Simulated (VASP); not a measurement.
A run of VASP 6.6.1 is set up as follows.

Contents of INCAR:

```
PREC = Accurate ; ENCUT = 520
EDIFF = 1E-6 ; ISMEAR = 0
SIGMA = 0.15 ; LREAL = F
LASPH = T ; NELM = 60
ALGO = Normal ; ISIF = 2
LWAVE = F ; LCHARG = T
GGA = PE ; LELF = T
LVHAR = T ; NBANDS = 16
```

Contents of KPOINTS:

```
regular mesh
0
Gamma
  18 18 12
```

Contents of POSCAR:

```
Ir
1.0
    2.8614330104      0.0000000000      0.0000000000
   -1.4307165052      2.4780736782      0.0000000000
    0.0000000000      0.0000000000      4.1053068000
Ir
2
Direct
    0.6666666667      0.3333333333      0.7500000000
    0.3333333333      0.6666666667      0.2500000000
```

Potentials or basis: VASP PAW PBE potentials, release 64 (Ir).

Run with:

```console
$ cat potpaw_PBE.64/Ir/POTCAR > POTCAR
$ mpirun -np 1 vasp_std > vasp.out
```

Task: Predict the pressure.

Result: 7.2 GPa.

Task: Predict the band gap on the k mesh.

Result: Zero (band 9 reaches 10.72 eV, above the bottom of band 10 at 8.15 eV).

Stress tensor (GPa, compression positive):
```
-4.34  0.00  0.00
 0.00 -4.34  0.00
 0.00  0.00 30.20
```

Caveat: the cell differs from its parent crystal (strain +0.040 along x and y, -0.080 along z); spin-orbit coupling is left out, which moves the levels of the heavy elements.
